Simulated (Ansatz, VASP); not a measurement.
**One calculation of Te, two programs**

```
CELL_PARAMETERS angstrom
4.42411 0.00000 0.00000
-2.21205 3.83139 0.00000
0.00000 0.00000 5.88424
ATOMIC_POSITIONS crystal
Te 0.73100 0.73100 0.00000
Te 0.00000 0.26900 0.66667
Te 0.26900 0.00000 0.33333
```

Alike in both runs: task single point; functional RPBE; dispersion D4; k mesh 7 × 7 × 5; occupations fermi-dirac, width 0.05 eV; no spin polarisation.

|  | VASP | Ansatz |
| --- | --- | --- |
| version | VASP 6.6.1 | Ansatz 0.2.0 |
| potentials or method | VASP PAW PBE potentials, release 64 (Te) | Ansatz PAW |
| plane-wave cutoff (eV) | 520 | 420 |
| valence electrons in the cell | 18 | 48 |

```tsv
	VASP	Ansatz	Ansatz less VASP
gap on the k mesh at the Fermi level (eV)	0.66	0.66	+0.002
least direct gap on the mesh (eV)	0.82	0.83	+0.012
pressure (GPa)	-0.9	-0.9	+0.03
traceless stress, the component that is largest in VASP (GPa)	0.80	0.79	-0.009
rms of the force components (eV/Å)	0.181	0.177	-0.0046
```

VASP's potentials were made for PBE, not for RPBE. Atom by atom the forces differ by 0.005 eV/Å (rms over components). VASP's potentials hold 18 valence electrons a cell and Ansatz's 48, so a difference there can come from the potentials and not from the codes.

Spin-orbit coupling is off throughout. Noted on Ansatz's run: odd divisions of the mesh miss points on the zone boundary, where band edges often lie, so the gap on the mesh can be too wide.
